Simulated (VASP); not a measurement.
# WSe2 in VASP: single point with r2SCAN

Aim: the single point of WSe2 with r2SCAN.

Everything below comes from runs of VASP 6.6.1. Logs are shortened: lines on timing, memory, paths and dates and some standing lists are left out, and cuts for length are marked.

## (1) The cell of the first run

The cell holds a slab with vacuum, 3 atoms: a = 3.395 Å, b = 3.291 Å, c = 16.368 Å, α = 92.13°, β = 84.80°, γ = 118.05°.

## (2) Single point, r2SCAN (atoms moved at random and the cell strained at random)

Contents of POSCAR:

```
WSe2
1.0
    3.3910314255      0.0869513525      0.1506370202
   -1.6202136327      2.8633190719     -0.0613826574
    0.7562929879      0.0807906817     16.3503663442
W Se
1 2
Direct
   -0.0005990251     -0.0014961200     -0.0024218494
    0.3131915205      0.6679056498      0.1048375090
    0.3540741712      0.6669238035      0.8975843404
```

Contents of INCAR.step1:

```
SYSTEM = WSe2
ALGO = Normal ; EDIFF = 1E-4
ENCUT = 520 ; GGA = PE
ISMEAR = 0 ; LASPH = .TRUE.
LCHARG = .FALSE. ; LREAL = .FALSE.
LWAVE = .TRUE. ; NBANDS = 20
NELM = 100 ; PREC = Accurate
SIGMA = 0.05
```

Contents of INCAR.step2:

```
SYSTEM = WSe2
ALGO = Normal ; EDIFF = 1E-6
ENCUT = 520 ; ISIF = 2
ISMEAR = 0 ; ISTART = 1
LASPH = .TRUE. ; LCHARG = .FALSE.
LMIXTAU = .TRUE. ; LREAL = .FALSE.
LWAVE = .FALSE. ; METAGGA = R2SCAN
NBANDS = 20 ; NELM = 100
PREC = Accurate ; SIGMA = 0.05
```

Contents of KPOINTS:

```
k-points
0
G
  12 12 2
  0 0 0
```

Potentials or basis: VASP PAW PBE potentials, release 64 (W_sv, Se).

Run with:

```console
$ cat potpaw_PBE.64/W_sv/POTCAR potpaw_PBE.64/Se/POTCAR > POTCAR
$ cp INCAR.step1 INCAR
$ mpirun -np 1 vasp_std > vasp.out
$ cp INCAR.step2 INCAR
$ mpirun -np 1 vasp_std > vasp.out
```

OUTCAR:

```text
SYSTEM = WSe2
   EDIFF = 1E-6
   ENCUT = 520
   ISIF = 2
   ISMEAR = 0
   ISTART = 1
   LASPH = .TRUE.
   LREAL = .FALSE.
   METAGGA = R2SCAN
   NELM = 100
   PREC = Accurate

 ion  position               nearest neighbor table
   1  0.999  0.999  0.998-   3 2.46   3 2.53   2 2.59   2 2.63   3 2.63   2 2.64
   2  0.313  0.668  0.105-   1 2.59   1 2.63   1 2.64
   3  0.354  0.667  0.898-   1 2.46   1 2.53   1 2.63

  LATTYP: Found a triclinic cell.
 ALAT       =     3.4420716979
 B/A-ratio  =     0.9864666952
 C/A-ratio  =     4.8062584705
 COS(alpha) =     0.0220792938
 COS(beta)  =     0.1547296531
 COS(gamma) =     0.5368868212

  Lattice vectors:

 A1 = (   1.7708177928,   2.9502704244,   0.0892543628)
 A2 = (   3.3910314255,   0.0869513525,   0.1506370202)
 A3 = (   1.0145248049,   2.8694797427, -16.2611119814)

Analysis of symmetry for initial positions (statically):
=====================================================================
 Subroutine PRICEL returns:
 Original cell was already a primitive cell.

 Routine SETGRP: Setting up the symmetry group for a
 triclinic supercell.

 Subroutine GETGRP returns: Found  1 space group operations
 (whereof  1 operations were pure point group operations)
 out of a pool of  2 trial point group operations.

The static configuration has the point symmetry C_1 .

Analysis of symmetry for dynamics (positions and initial velocities):
=====================================================================
 Subroutine PRICEL returns:
 Original cell was already a primitive cell.

 Routine SETGRP: Setting up the symmetry group for a
 triclinic supercell.

 Subroutine GETGRP returns: Found  1 space group operations
 (whereof  1 operations were pure point group operations)
 out of a pool of  2 trial point group operations.

The dynamic configuration has the point symmetry C_1 .

 Subroutine INISYM returns: Found  1 space group operations
 (whereof  1 operations are pure point group operations),
 and found     1 'primitive' translations

----------------------------------------------------------------------------------------

                                     Primitive cell

  volume of cell :     160.7259

  direct lattice vectors                    reciprocal lattice vectors
     3.391031426  0.086951352  0.150637020     0.291311343  0.164532691 -0.014287719
    -1.620213633  2.863319072 -0.061382657    -0.008769691  0.344254932 -0.001295392
     0.756292988  0.080790682 16.350366344    -0.002716794 -0.000223446  0.061287480

  length of vectors
     3.395489093  3.290510014 16.368047709     0.334869294  0.344369052  0.061348073

  position of ions in fractional coordinates (direct lattice)
     0.999400975  0.998503880  0.997578151
     0.313191520  0.667905650  0.104837509
     0.354074171  0.666923803  0.897584340

  ion indices of the primitive-cell ions
   primitive index   ion index
                 1           1
                 2           2
                 3           3

----------------------------------------------------------------------------------------

 KPOINTS: k-points

Automatic generation of k-mesh.
 Grid dimensions read from file:
 generate k-points for:   12   12    2

 Generating k-lattice:

  Cartesian coordinates                     Fractional coordinates (reciprocal lattice)
     0.024275945  0.013711058 -0.001190643     0.083333333  0.000000000  0.000000000
    -0.000730808  0.028687911 -0.000107949     0.000000000  0.083333333  0.000000000
    -0.001358397 -0.000111723  0.030643740     0.000000000 -0.000000000  0.500000000

  Length of vectors
     0.027905774  0.028697421  0.030674037

  Shift w.r.t. Gamma in fractional coordinates (k-lattice)
     0.000000000  0.000000000  0.000000000

 Subroutine IBZKPT returns following result:
 ===========================================

 Found    148 irreducible k-points:

 Following reciprocal coordinates:
            Coordinates               Weight
  0.000000  0.000000  0.000000      1.000000
  0.083333 -0.000000  0.000000      2.000000
  0.166667 -0.000000  0.000000      2.000000
  0.250000 -0.000000  0.000000      2.000000
  0.333333 -0.000000 -0.000000      2.000000
  0.416667 -0.000000 -0.000000      2.000000
[... 16 lines left out ...]
  0.250000  0.166667 -0.000000      2.000000
  0.333333  0.166667  0.000000      2.000000
 [... further k-points ...]
   k-points           NKPTS =    148   k-points in BZ     NKDIM =    148   number of bands    NBANDS=     20
   number of dos      NEDOS =    301   number of ions     NIONS =      3
   total plane-waves  NPLWV =  84672
   dimension x,y,z NGX =    28 NGY =   24 NGZ =  126
   dimension x,y,z NGXF=    56 NGYF=   48 NGZF=  252
   ions per type =               1   2
   NGX,Y,Z   is equivalent  to a cutoff of  13.71, 12.13, 12.80 a.u.
   NGXF,Y,Z  is equivalent  to a cutoff of  27.42, 24.25, 25.59 a.u.
 SYSTEM =  WSe2
   PREC   = accura    normal or accurate (medium, high low for compatibility)
   ISTART =      1    job   : 0-new  1-cont  2-samecut
   ICHARG =      0    charge: 1-file 2-atom 10-const
   ISPIN  =      1    spin polarized calculation?
   LNONCOLLINEAR =      F non collinear calculations
   LSORBIT =      F    spin-orbit coupling
   LASPH  =      T    aspherical Exc in radial PAW
   ENCUT  =  520.0 eV  38.22 Ry    6.18 a.u.   6.31  6.12 30.43*2*pi/ulx,y,z
   NELM   =    100;   NELMIN=  2; NELMDL=  0     # of ELM steps
   EDIFF  = 0.1E-05   stopping-criterion for ELM
   LREAL  =      F    real-space projection
   EDIFFG = 0.1E-04   stopping-criterion for IOM
   NSW    =      0    number of steps for IOM
   IBRION =     -1    ionic relax: 0-MD 1-quasi-New 2-CG
   NFREE  =      0    steps in history (QN), initial steepest desc. (CG)
   ISIF   =      2    stress and relaxation
   ISYM   =      2    0-nonsym 1-usesym 2-fastsym
   POTIM  = 0.5000    time-step for ionic-motion
   TEBEG  =    0.0;   TEEND  =   0.0 temperature during run
   PSTRESS=    0.0 pullay stress
   NELECT =      26.0000    total number of electrons
   NUPDOWN=      -1.0000    fix difference up-down
   EMIN   =  10.00;   EMAX   =-10.00  energy-range for DOS
   EFERMI =   0.00;   METHOD = LEGACY
   ISMEAR =     0;   SIGMA  =   0.05  broadening in eV -4-tet -1-fermi 0-gaus
   EFERMI_NEDOS =   21; number of points for ismear=-14 and -15
   IALGO  =     38    algorithm
   IMIX   =      4    mixing-type and parameters
     AMIX     =   0.40;   BMIX     =  1.00
     AMIX_MAG =   1.60;   BMIX_MAG =  1.00
  volume/ion in A,a.u.               =      53.58       361.54
  Fermi-wavevector in a.u.,A,eV,Ry     =   0.892012  1.685658 10.825956  0.795685
  Thomas-Fermi vector in A             =   2.013906
   LORBIT       =      0    0 simple, 1 ext, 2 COOP (PROOUT), +10 PAW based schemes
   METAGGA = R2SCAN    functional components
   LHFCALC =     F    Hartree Fock is set to
   AEXX    =    0.0000 exact exchange contribution
   IVDW    =     0    specifies the selected vdW correction
   LEPSILON=     F    determine dielectric tensor
   LRPA    =     F    only Hartree local field effects (RPA)
 non-spin polarized calculation
 Gauss-broadening in eV      SIGMA  =   0.05
  energy-cutoff  :      520.00
  volume of cell :      160.73
 maximum number of plane-waves:      4372
 NGX is ok and might be reduce to    28
   NGX = 13   NGY = 13   NGZ = 61

 number of electron      25.9999999 magnetization

 Free energy of the ion-electron system (eV)
  ---------------------------------------------------
  ext. energy  EPLUGINS =         0.00000000
  ---------------------------------------------------
  free energy    TOTEN  =       -81.53826774 eV

  energy without entropy =      -81.53826774  energy(sigma->0) =      -81.53826774

 E-fermi :  -0.7481     XC(G=0):  -4.8798

 val. band max:       -1.1210424384   @ k =   0.3333   0.3333  -0.0000
 cond. band min:       0.3700832634   @ k =   0.3333   0.3333   0.5000
 fundamental gap:      1.4911257018
 Fermi energy:        -0.7481276695

 k-point     1 :       0.0000    0.0000    0.0000
  band No.  band energies     occupation
      1     -77.2578      2.00000
      2     -40.7895      2.00000
      3     -40.7619      2.00000
      4     -40.6774      2.00000
      5     -16.2224      2.00000
      6     -14.9852      2.00000
[... 12 lines left out ...]
     19       4.4292      0.00000
     20       4.5399      0.00000

 k-point     2 :       0.0833   -0.0000    0.0000
  band No.  band energies     occupation
      1     -77.2574      2.00000
      2     -40.7880      2.00000
      3     -40.7724      2.00000
      4     -40.6798      2.00000
      5     -16.1321      2.00000
      6     -14.9412      2.00000
[... 12 lines left out ...]
     19       4.6156      0.00000
     20       4.7471      0.00000

 k-point     3 :       0.1667   -0.0000    0.0000
  band No.  band energies     occupation
      1     -77.2562      2.00000
      2     -40.8046      2.00000
      3     -40.7804      2.00000
      4     -40.6864      2.00000
      5     -15.8745      2.00000
      6     -14.8164      2.00000
[... 12 lines left out ...]
     19       4.9848      0.00000
     20       5.4056      0.00000

 k-point     4 :       0.2500   -0.0000    0.0000
  band No.  band energies     occupation
      1     -77.2545      2.00000
      2     -40.8452      2.00000
      3     -40.7731      2.00000
      4     -40.6953      2.00000
      5     -15.4912      2.00000
      6     -14.6324      2.00000
[... 12 lines left out ...]
     19       5.5078      0.00000
     20       5.8806      0.00000

 k-point     5 :       0.3333   -0.0000   -0.0000
  band No.  band energies     occupation
      1     -77.2529      2.00000
      2     -40.8860      2.00000
      3     -40.7655      2.00000
      4     -40.7040      2.00000
      5     -15.0610      2.00000
      6     -14.4280      2.00000
[... 12 lines left out ...]
     19       5.6289      0.00000
     20       6.1427      0.00000

 k-point     6 :       0.4167   -0.0000   -0.0000
  band No.  band energies     occupation
      1     -77.2517      2.00000
      2     -40.9157      2.00000
      3     -40.7598      2.00000
      4     -40.7103      2.00000
      5     -14.7074      2.00000
      6     -14.2583      2.00000
[... 12 lines left out ...]
     19       6.1113      0.00000
     20       6.5454      0.00000

 k-point     7 :       0.5000   -0.0000    0.0000
  band No.  band energies     occupation
      1     -77.2512      2.00000
      2     -40.9266      2.00000
      3     -40.7578      2.00000
      4     -40.7126      2.00000
      5     -14.5692      2.00000
      6     -14.1885      2.00000
[... 12 lines left out ...]
     19       6.3323      0.00000
     20       6.6658      0.00000
[... 277 lines left out ...]
 k-point    20 :       0.0000    0.1667   -0.0000
  band No.  band energies     occupation
      1     -77.2557      2.00000
      2     -40.7868      2.00000
      3     -40.7767      2.00000
      4     -40.7171      2.00000
      5     -15.8426      2.00000
      6     -14.7859      2.00000
[... 12 lines left out ...]
     19       5.0463      0.00000
     20       5.3940      0.00000

 k-point    21 :       0.0833    0.1667    0.0000
  band No.  band energies     occupation
      1     -77.2547      2.00000
      2     -40.8126      2.00000
      3     -40.7744      2.00000
      4     -40.7192      2.00000
      5     -15.6105      2.00000
      6     -14.6734      2.00000
[... 12 lines left out ...]
     19       5.3593      0.00000
     20       5.8665      0.00000

 k-point    22 :       0.1667    0.1667   -0.0000
  band No.  band energies     occupation
      1     -77.2533      2.00000
      2     -40.8463      2.00000
      3     -40.7680      2.00000
      4     -40.7280      2.00000
      5     -15.2627      2.00000
      6     -14.5037      2.00000
[... 12 lines left out ...]
     19       5.8616      0.00000
     20       6.3093      0.00000

 k-point    23 :       0.2500    0.1667   -0.0000
  band No.  band energies     occupation
      1     -77.2518      2.00000
      2     -40.8785      2.00000
      3     -40.7614      2.00000
      4     -40.7391      2.00000
      5     -14.8734      2.00000
      6     -14.3116      2.00000
[... 12 lines left out ...]
     19       6.0339      0.00000
     20       6.5413      0.00000

 k-point    24 :       0.3333    0.1667    0.0000
  band No.  band energies     occupation
      1     -77.2507      2.00000
      2     -40.9021      2.00000
      3     -40.7566      2.00000
      4     -40.7478      2.00000
      5     -14.5552      2.00000
      6     -14.1471      2.00000
[... 12 lines left out ...]
     19       6.6957      0.00000
     20       7.2023      0.00000

 [... further k-points ...]
[... 5 lines left out ...]
  --------------------------------------------------------------------------------------
  -------------------------------------------------------------------------------------
  Total       -2.2813863     -1.7755268     -2.5412005     -1.6927078     -0.3191474     -2.2688867
  in kB      -22.7417339    -17.6991327    -25.3316610    -16.8735609     -3.1813839    -22.6171332
  external PRESSURE =     -21.9241759 kB  Pullay stress =       0.0000000 kB

 VOLUME and BASIS-vectors are now :
 -----------------------------------------------------------------------------
  energy-cutoff  :      520.00
  volume of cell :      160.73
      direct lattice vectors                 reciprocal lattice vectors
     3.391031426  0.086951352  0.150637020     0.291311343  0.164532691 -0.014287719
    -1.620213633  2.863319072 -0.061382657    -0.008769691  0.344254932 -0.001295392
     0.756292988  0.080790682 16.350366344    -0.002716794 -0.000223446  0.061287480

 POSITION                                       TOTAL-FORCE (eV/Angst)
 -----------------------------------------------------------------------------------
      2.52567      3.02653     16.40002        -0.381845      0.141264      1.667930
      0.05918      1.94813      1.72031        -0.455346     -0.138460     -1.522532
      0.79895      2.01292     14.68823         0.837191     -0.002804     -0.145398
 -----------------------------------------------------------------------------------
    total drift:                                0.000239     -0.000052     -0.000208

  FREE ENERGIE OF THE ION-ELECTRON SYSTEM (eV)
  ---------------------------------------------------
  free  energy   TOTEN  =       -81.5382677413 eV

  energy  without entropy=      -81.5382677413  energy(sigma->0) =      -81.53826774
```

It took 28 min on 1 thread of Intel Xeon 6975P-C (Granite Rapids), shared host; peak memory 0.64 GiB.

Results:

```yaml
Free_energy: -81.5383 eV
Largest_force: 1.717 eV/Å
Band_gap_on_the_k_mesh: 1.49 eV, direct
```

Forces on the atoms (eV/Å):
```
W   -0.382  0.141  1.668
Se  -0.455 -0.138 -1.523
Se   0.837 -0.003 -0.145
```

Levels at points of the mesh, in eV from the valence-band top:
```
           k point  band 9  band 10  band 11  band 12  band 13  band 14  band 15  band 16  band 17  band 18
(0.00, 0.00, 0.00)   -2.31    -2.10    -1.49    -1.14    -0.18     2.62     2.78     2.86     3.49     4.67
(0.50, 0.00, 0.00)   -4.27    -2.79    -2.36    -1.02    -0.74     2.26     2.61     3.90     4.43     4.60
(0.00, 0.50, 0.00)   -4.20    -3.18    -2.14    -1.19    -0.90     2.15     2.78     3.71     4.23     4.79
(0.50, 0.50, 0.00)   -4.15    -3.33    -2.11    -1.39    -0.87     2.23     2.76     3.69     4.17     4.84
(0.00, 0.00, 0.50)   -2.31    -2.10    -1.49    -1.14    -0.18     2.62     2.78     2.86     3.49     4.73
(0.50, 0.00, 0.50)   -4.27    -2.79    -2.36    -1.02    -0.74     2.26     2.61     3.90     4.43     4.60
(0.00, 0.50, 0.50)   -4.20    -3.18    -2.14    -1.19    -0.90     2.15     2.78     3.71     4.23     4.79
(0.50, 0.50, 0.50)   -4.15    -3.33    -2.11    -1.39    -0.87     2.23     2.76     3.69     4.17     4.84
```

Caveat: the cell differs from its parent crystal (atoms moved at random and the cell strained at random); the PAW data sets were made with another functional, which shifts forces and pressure a little; spin-orbit coupling is left out, which moves the levels of the heavy elements.
